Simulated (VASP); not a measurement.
Wanted: the native input for a VASP 6.6.1 run.

```
Task                   : single point
Functional             : LDA
Potentials or basis    : VASP PAW LDA potentials, release 64 (P)
Cutoff                 : 520 eV
k mesh                 : 13 × 13 × 9
Occupations            : fermi-dirac, width 0.1 eV
Spin                   : no spin polarisation
Dipole correction      : no
Further INCAR settings : ALGO = Normal; EDIFF = 1e-06; NBANDS = 12; ISYM = 0
```

The structure of P lies in POSCAR:

```
P
1.0
   -2.4078277435      2.7517846007      1.2630187737
    2.7517846007     -2.4078277435      1.2630187737
    2.3220418823      2.3220418823     -0.6330611597
P
2
Direct
    0.9754012375      0.0245987625      0.0000000000
    0.7745987625      0.2254012375      0.5000000000
```

These files were run (other wordings do the same):

INCAR

```
SYSTEM = P
PREC     = Accurate       ! precision mode
ENCUT    = 520            ! plane-wave cutoff, eV
EDIFF    = 1E-6           ! SCF threshold, eV
ISMEAR   = -1             ! smearing method
SIGMA    = 0.1            ! smearing width, eV
LREAL    = .False.        ! projectors in reciprocal space
LASPH    = .True.         ! aspherical terms in the spheres
NELM     = 80             ! most SCF steps
ALGO     = Normal         ! electronic algorithm
ISIF     = 2              ! what is computed and relaxed
LWAVE    = .False.        ! write WAVECAR
LCHARG   = .True.         ! write CHGCAR
GGA      = CA             ! functional
LELF     = .True.         ! ELF
LVHAR    = .True.       
ISYM     = 0            
NBANDS   = 12             ! bands
```

KPOINTS

```
regular mesh
0
Gamma
  13 13 9
  0 0 0
```

Potentials or basis: VASP PAW LDA potentials, release 64 (P).

Launch:

```bash
$ cat potpaw_LDA.64/P/POTCAR > POTCAR
$ mpirun -np 1 vasp_std > vasp.out
```

It gave:

```
Pressure               : -0.2 GPa
Largest force          : 0.052 eV/Å
Band gap on the k mesh : zero (bands 5 and 6 overlap by 8.35 eV)
```

Run time: 4.4 min on 1 thread of Intel(R) Xeon(R) Platinum 8259CL CPU @ 2.50GHz (Skylake/Cascade Lake), with other jobs on the host, peak memory 0.31 GiB.
